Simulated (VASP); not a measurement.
# YIn (Pm-3m) in VASP: single point with LDA

Aim: the single point of YIn with LDA.

Program: VASP 6.6.1. These are calculated values, not measurements. Logs are shortened: lines on timing, memory, paths and dates and some standing lists are left out, and cuts for length are marked.

### 1 The cell of the first run

The structure is cubic, space group Pm-3m (No. 221). The conventional cell has a = 3.810 Å, b = 3.810 Å, c = 3.810 Å, α = 90.00°, β = 90.00°, γ = 90.00°. Y (site symmetry m-3m) has 8 In at 3.30 Å and 6 Y at 3.81 Å within 4.3 Å. In (site symmetry m-3m) has 8 Y at 3.30 Å and 6 In at 3.81 Å within 4.3 Å.

### 2 Single point, LDA

INCAR reads:

```
SYSTEM = YIn
  PREC = Accurate
  ENCUT = 520
  EDIFF = 1E-6
  ISMEAR = -1
  SIGMA = 0.1
  LREAL = .FALSE.
  LASPH = .TRUE.
  NELM = 100
  ALGO = Normal
  ISIF = 2
  LWAVE = .FALSE.
  LCHARG = .TRUE.
  GGA = CA
  LELF = .TRUE.
  LVHAR = .TRUE.
  NBANDS = 19
```

KPOINTS reads:

```
regular mesh
0
G
  6 6 6
  0 0 0
```

POSCAR reads:

```
YIn
1.0
    3.8100000000      0.0000000000      0.0000000000
    0.0000000000      3.8100000000      0.0000000000
    0.0000000000      0.0000000000      3.8100000000
Y In
1 1
Direct
    0.5000000000      0.5000000000      0.5000000000
    0.0000000000      0.0000000000      0.0000000000
```

Potentials or basis: VASP PAW LDA potentials, release 64 (Y_sv, In_d).

Run with:

```
cat potpaw_LDA.64/Y_sv/POTCAR potpaw_LDA.64/In_d/POTCAR > POTCAR
mpirun -np 1 vasp_std > vasp.out
```

OUTCAR:

```text
SYSTEM = YIn
   PREC = Accurate
   ENCUT = 520
   EDIFF = 1E-6
   ISMEAR = -1
   LREAL = .FALSE.
   LASPH = .TRUE.
   NELM = 100
   ISIF = 2
   GGA = CA

 ion  position               nearest neighbor table
   1  0.500  0.500  0.500-   2 3.30   2 3.30   2 3.30   2 3.30   2 3.30   2 3.30   2 3.30   2 3.30

   2  0.000  0.000  0.000-   1 3.30   1 3.30   1 3.30   1 3.30   1 3.30   1 3.30   1 3.30   1 3.30

  LATTYP: Found a simple cubic cell.
 ALAT       =     3.8100000000

  Lattice vectors:

 A1 = (   3.8100000000,   0.0000000000,   0.0000000000)
 A2 = (   0.0000000000,   3.8100000000,   0.0000000000)
 A3 = (   0.0000000000,   0.0000000000,   3.8100000000)

Analysis of symmetry for initial positions (statically):
=====================================================================
 Subroutine PRICEL returns:
 Original cell was already a primitive cell.

 Routine SETGRP: Setting up the symmetry group for a
 simple cubic supercell.

 Subroutine GETGRP returns: Found 48 space group operations
 (whereof 48 operations were pure point group operations)
 out of a pool of 48 trial point group operations.

The static configuration has the point symmetry O_h .

Analysis of symmetry for dynamics (positions and initial velocities):
=====================================================================
 Subroutine PRICEL returns:
 Original cell was already a primitive cell.

 Routine SETGRP: Setting up the symmetry group for a
 simple cubic supercell.

 Subroutine GETGRP returns: Found 48 space group operations
 (whereof 48 operations were pure point group operations)
 out of a pool of 48 trial point group operations.

The dynamic configuration has the point symmetry O_h .

 Subroutine INISYM returns: Found 48 space group operations
 (whereof 48 operations are pure point group operations),
 and found     1 'primitive' translations

----------------------------------------------------------------------------------------

                                     Primitive cell

  volume of cell :      55.3063

  direct lattice vectors                    reciprocal lattice vectors
     3.810000000  0.000000000  0.000000000     0.262467192  0.000000000  0.000000000
     0.000000000  3.810000000  0.000000000     0.000000000  0.262467192  0.000000000
     0.000000000  0.000000000  3.810000000     0.000000000  0.000000000  0.262467192

  length of vectors
     3.810000000  3.810000000  3.810000000     0.262467192  0.262467192  0.262467192

  position of ions in fractional coordinates (direct lattice)
     0.500000000  0.500000000  0.500000000
     0.000000000  0.000000000  0.000000000

  ion indices of the primitive-cell ions
   primitive index   ion index
                 1           1
                 2           2

----------------------------------------------------------------------------------------

 KPOINTS: regular mesh

Automatic generation of k-mesh.
 Grid dimensions read from file:
 generate k-points for:    6    6    6

 Generating k-lattice:

  Cartesian coordinates                     Fractional coordinates (reciprocal lattice)
     0.043744532  0.000000000  0.000000000     0.166666667  0.000000000  0.000000000
     0.000000000  0.043744532  0.000000000     0.000000000  0.166666667  0.000000000
     0.000000000  0.000000000  0.043744532     0.000000000  0.000000000  0.166666667

  Length of vectors
     0.043744532  0.043744532  0.043744532

  Shift w.r.t. Gamma in fractional coordinates (k-lattice)
     0.000000000  0.000000000  0.000000000

 Subroutine IBZKPT returns following result:
 ===========================================

 Found     20 irreducible k-points:

 Following reciprocal coordinates:
            Coordinates               Weight
  0.000000  0.000000  0.000000      1.000000
  0.166667  0.000000  0.000000      6.000000
  0.333333  0.000000  0.000000      6.000000
  0.500000  0.000000  0.000000      3.000000
  0.166667  0.166667  0.000000     12.000000
  0.333333  0.166667  0.000000     24.000000
[... 12 lines left out ...]
  0.500000  0.500000  0.333333      6.000000
  0.500000  0.500000  0.500000      1.000000
   k-points           NKPTS =     20   k-points in BZ     NKDIM =     20   number of bands    NBANDS=     19
   number of dos      NEDOS =    301   number of ions     NIONS =      2
   total plane-waves  NPLWV =  21952
   dimension x,y,z NGX =    28 NGY =   28 NGZ =   28
   dimension x,y,z NGXF=    56 NGYF=   56 NGZF=   56
   ions per type =               1   1
   NGX,Y,Z   is equivalent  to a cutoff of  12.22, 12.22, 12.22 a.u.
   NGXF,Y,Z  is equivalent  to a cutoff of  24.44, 24.44, 24.44 a.u.
 SYSTEM =  YIn
   PREC   = accura    normal or accurate (medium, high low for compatibility)
   ISTART =      0    job   : 0-new  1-cont  2-samecut
   ICHARG =      2    charge: 1-file 2-atom 10-const
   ISPIN  =      1    spin polarized calculation?
   LNONCOLLINEAR =      F non collinear calculations
   LSORBIT =      F    spin-orbit coupling
   LASPH  =      T    aspherical Exc in radial PAW
   ENCUT  =  520.0 eV  38.22 Ry    6.18 a.u.   7.08  7.08  7.08*2*pi/ulx,y,z
   NELM   =    100;   NELMIN=  2; NELMDL= -5     # of ELM steps
   EDIFF  = 0.1E-05   stopping-criterion for ELM
   LREAL  =      F    real-space projection
   EDIFFG = 0.1E-04   stopping-criterion for IOM
   NSW    =      0    number of steps for IOM
   IBRION =     -1    ionic relax: 0-MD 1-quasi-New 2-CG
   NFREE  =      0    steps in history (QN), initial steepest desc. (CG)
   ISIF   =      2    stress and relaxation
   ISYM   =      2    0-nonsym 1-usesym 2-fastsym
   POTIM  = 0.5000    time-step for ionic-motion
   TEBEG  =    0.0;   TEEND  =   0.0 temperature during run
   PSTRESS=    0.0 pullay stress
   NELECT =      24.0000    total number of electrons
   NUPDOWN=      -1.0000    fix difference up-down
   EMIN   =  10.00;   EMAX   =-10.00  energy-range for DOS
   EFERMI =   0.00;   METHOD = LEGACY
   ISMEAR =    -1;   SIGMA  =   0.10  broadening in eV -4-tet -1-fermi 0-gaus
   EFERMI_NEDOS =   21; number of points for ismear=-14 and -15
   IALGO  =     38    algorithm
   IMIX   =      4    mixing-type and parameters
     AMIX     =   0.40;   BMIX     =  1.00
     AMIX_MAG =   1.60;   BMIX_MAG =  1.00
  volume/ion in A,a.u.               =      27.65       186.61
  Fermi-wavevector in a.u.,A,eV,Ry     =   1.239425  2.342174 20.900922  1.536174
  Thomas-Fermi vector in A             =   2.373909
   LORBIT       =      0    0 simple, 1 ext, 2 COOP (PROOUT), +10 PAW based schemes
   GGA     = CA    functional components
   LHFCALC =     F    Hartree Fock is set to
   AEXX    =    0.0000 exact exchange contribution
   IVDW    =     0    specifies the selected vdW correction
   LEPSILON=     F    determine dielectric tensor
   LRPA    =     F    only Hartree local field effects (RPA)
 non-spin polarized calculation
  energy-cutoff  :      520.00
  volume of cell :       55.31
 maximum number of plane-waves:      1503
   NGX = 15   NGY = 15   NGZ = 15

 number of electron      23.9999988 magnetization

 Free energy of the ion-electron system (eV)
  ---------------------------------------------------
  ext. energy  EPLUGINS =         0.00000000
  ---------------------------------------------------
  free energy    TOTEN  =       -11.21440819 eV

  energy without entropy =      -11.17250686  energy(sigma->0) =      -11.19345753

 E-fermi :   5.4130     XC(G=0): -10.3221

 val. band max:        5.2403472456   @ k =   0.1667   0.0000   0.0000
 cond. band min:       5.4480011122   @ k =   0.3333   0.0000   0.0000
 fundamental gap:      0.2076538665
 Fermi energy:         5.4129692295

 k-point     1 :       0.0000    0.0000    0.0000
  band No.  band energies     occupation
      1     -37.4391      2.00000
      2     -17.4746      2.00000
      3     -17.4746      2.00000
      4     -17.4746      2.00000
      5      -8.8881      2.00000
      6      -8.8881      2.00000
[... 11 lines left out ...]
     18       8.6845      0.00000
     19      11.3943      0.00000

 k-point     2 :       0.1667    0.0000    0.0000
  band No.  band energies     occupation
      1     -37.4365      2.00000
      2     -17.5227      2.00000
      3     -17.4713      2.00000
      4     -17.4713      2.00000
      5      -8.8850      2.00000
      6      -8.8586      2.00000
[... 11 lines left out ...]
     18      10.0337      0.00000
     19      12.5764      0.00000

 k-point     3 :       0.3333    0.0000    0.0000
  band No.  band energies     occupation
      1     -37.4311      2.00000
      2     -17.6170      2.00000
      3     -17.4646      2.00000
      4     -17.4646      2.00000
      5      -8.8788      2.00000
      6      -8.8282      2.00000
[... 11 lines left out ...]
     18      11.7884      0.00000
     19      12.5455      0.00000

 k-point     4 :       0.5000    0.0000    0.0000
  band No.  band energies     occupation
      1     -37.4285      2.00000
      2     -17.6633      2.00000
      3     -17.4613      2.00000
      4     -17.4613      2.00000
      5      -8.8758      2.00000
      6      -8.8331      2.00000
[... 11 lines left out ...]
     18      12.5560      0.00000
     19      13.6733      0.00000

 k-point     5 :       0.1667    0.1667    0.0000
  band No.  band energies     occupation
      1     -37.4338      2.00000
      2     -17.5216      2.00000
      3     -17.5148      2.00000
      4     -17.4676      2.00000
      5      -8.8697      2.00000
      6      -8.8424      2.00000
[... 11 lines left out ...]
     18      10.8492      0.00000
     19      13.5336      0.00000
[... 246 lines left out ...]
      2     -17.5839      2.00000
      3     -17.5818      2.00000
      4     -17.5818      2.00000
      5      -8.8718      2.00000
      6      -8.8524      2.00000
[... 11 lines left out ...]
     18      11.0683      0.00000
     19      12.0772      0.00000

 k-point    18 :       0.5000    0.3333    0.3333
  band No.  band energies     occupation
      1     -37.4132      2.00000
      2     -17.6254      2.00000
      3     -17.5778      2.00000
      4     -17.5774      2.00000
      5      -8.8759      2.00000
      6      -8.8556      2.00000
[... 11 lines left out ...]
     18      12.0263      0.00000
     19      12.2449      0.00000

 k-point    19 :       0.5000    0.5000    0.3333
  band No.  band energies     occupation
      1     -37.4106      2.00000
      2     -17.6204      2.00000
      3     -17.6204      2.00000
      4     -17.5733      2.00000
      5      -8.8716      2.00000
      6      -8.8595      2.00000
[... 11 lines left out ...]
     18      10.6665      0.00000
     19      12.7910      0.00000

 k-point    20 :       0.5000    0.5000    0.5000
  band No.  band energies     occupation
      1     -37.4081      2.00000
      2     -17.6162      2.00000
      3     -17.6162      2.00000
      4     -17.6162      2.00000
      5      -8.8617      2.00000
      6      -8.8617      2.00000
[... 11 lines left out ...]
     18       9.9343      0.00000
     19      12.0321      0.00000

------------------------ aborting loop because EDIFF is reached ----------------------------------------

  FORCE on cell =-STRESS in cart. coord.  units (eV):
  Direction    XX          YY          ZZ          XY          YZ          ZX
  --------------------------------------------------------------------------------------
  -------------------------------------------------------------------------------------
  Total       -2.1660353     -2.1660353     -2.1660353     -0.0000000      0.0000000      0.0000000
  in kB      -62.7481883    -62.7481883    -62.7481883     -0.0000000      0.0000000      0.0000000
  external PRESSURE =     -62.7481883 kB  Pullay stress =       0.0000000 kB

 VOLUME and BASIS-vectors are now :
 -----------------------------------------------------------------------------
  energy-cutoff  :      520.00
  volume of cell :       55.31
      direct lattice vectors                 reciprocal lattice vectors
     3.810000000  0.000000000  0.000000000     0.262467192  0.000000000  0.000000000
     0.000000000  3.810000000  0.000000000     0.000000000  0.262467192  0.000000000
     0.000000000  0.000000000  3.810000000     0.000000000  0.000000000  0.262467192

 POSITION                                       TOTAL-FORCE (eV/Angst)
 -----------------------------------------------------------------------------------
      1.90500      1.90500      1.90500         0.000000      0.000000      0.000000
      0.00000      0.00000      0.00000         0.000000      0.000000      0.000000
 -----------------------------------------------------------------------------------
    total drift:                               -0.000000      0.000000      0.000000

  FREE ENERGIE OF THE ION-ELECTRON SYSTEM (eV)
  ---------------------------------------------------
  free  energy   TOTEN  =       -11.2144081926 eV

  energy  without entropy=      -11.1725068582  energy(sigma->0) =      -11.19345753
```

Wall time 15 s (1 thread of Intel Xeon Platinum 8488C (Sapphire Rapids), shared host); peak memory 0.16 GiB.

Results:

```
Free energy            : -11.2144 eV
Pressure               : -6.3 GPa
Band gap on the k mesh : zero (bands 12 and 13 overlap by 2.50 eV)
```

Caveat: the cell stands under tension; spin-orbit coupling is left out, which moves the levels of the heavy elements.
